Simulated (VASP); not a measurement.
Here is a VASP 6.6.1 calculation.

Contents of POSCAR:

```
NaCl
1.0
    0.0000000000      2.8157664600      2.8157664600
    2.8157664600      0.0000000000      2.8157664600
    2.8157664600      2.8157664600      0.0000000000
Na Cl
1 1
Direct
    0.0000000000      0.0000000000      0.0000000000
    0.5000000000      0.5000000000      0.5000000000
```

File INCAR.step1:

```
SYSTEM = NaCl
ALGO = Normal ; EDIFF = 1E-4
ENCUT = 520 ; GGA = PE
ISMEAR = -1 ; LASPH = .TRUE.
LCHARG = .FALSE. ; LREAL = .FALSE.
LWAVE = .TRUE. ; NBANDS = 14
NELM = 100 ; PREC = Accurate
SIGMA = 0.0102
```

File INCAR.step2:

```
SYSTEM = NaCl
ALGO = Normal ; EDIFF = 1E-6
ENCUT = 520 ; ISIF = 2
ISMEAR = -1 ; ISTART = 1
LASPH = .TRUE. ; LCHARG = .FALSE.
LMIXTAU = .TRUE. ; LREAL = .FALSE.
LWAVE = .FALSE. ; METAGGA = R2SCAN
NBANDS = 14 ; NELM = 100
PREC = Accurate ; SIGMA = 0.0102
```

KPOINTS

```
k-points
0
G
  8 8 8
  0 0 0
```

Potentials or basis: VASP PAW PBE potentials, release 64 (Na_pv, Cl).

Run with:

```bash
$ cat potpaw_PBE.64/Na_pv/POTCAR potpaw_PBE.64/Cl/POTCAR > POTCAR
$ cp INCAR.step1 INCAR
$ mpirun -np 1 vasp_std > vasp.out
$ cp INCAR.step2 INCAR
$ mpirun -np 1 vasp_std > vasp.out
```

Problem. What does it give for the band gap on the k mesh?

Solution. 5.94 eV.

Problem. Predict the pressure.

Solution. -0.6 GPa.

Caveat: the PAW data sets were made with another functional, which shifts forces and pressure a little. r2SCAN opens gaps a little over a GGA but as a rule still falls short of measured ones.
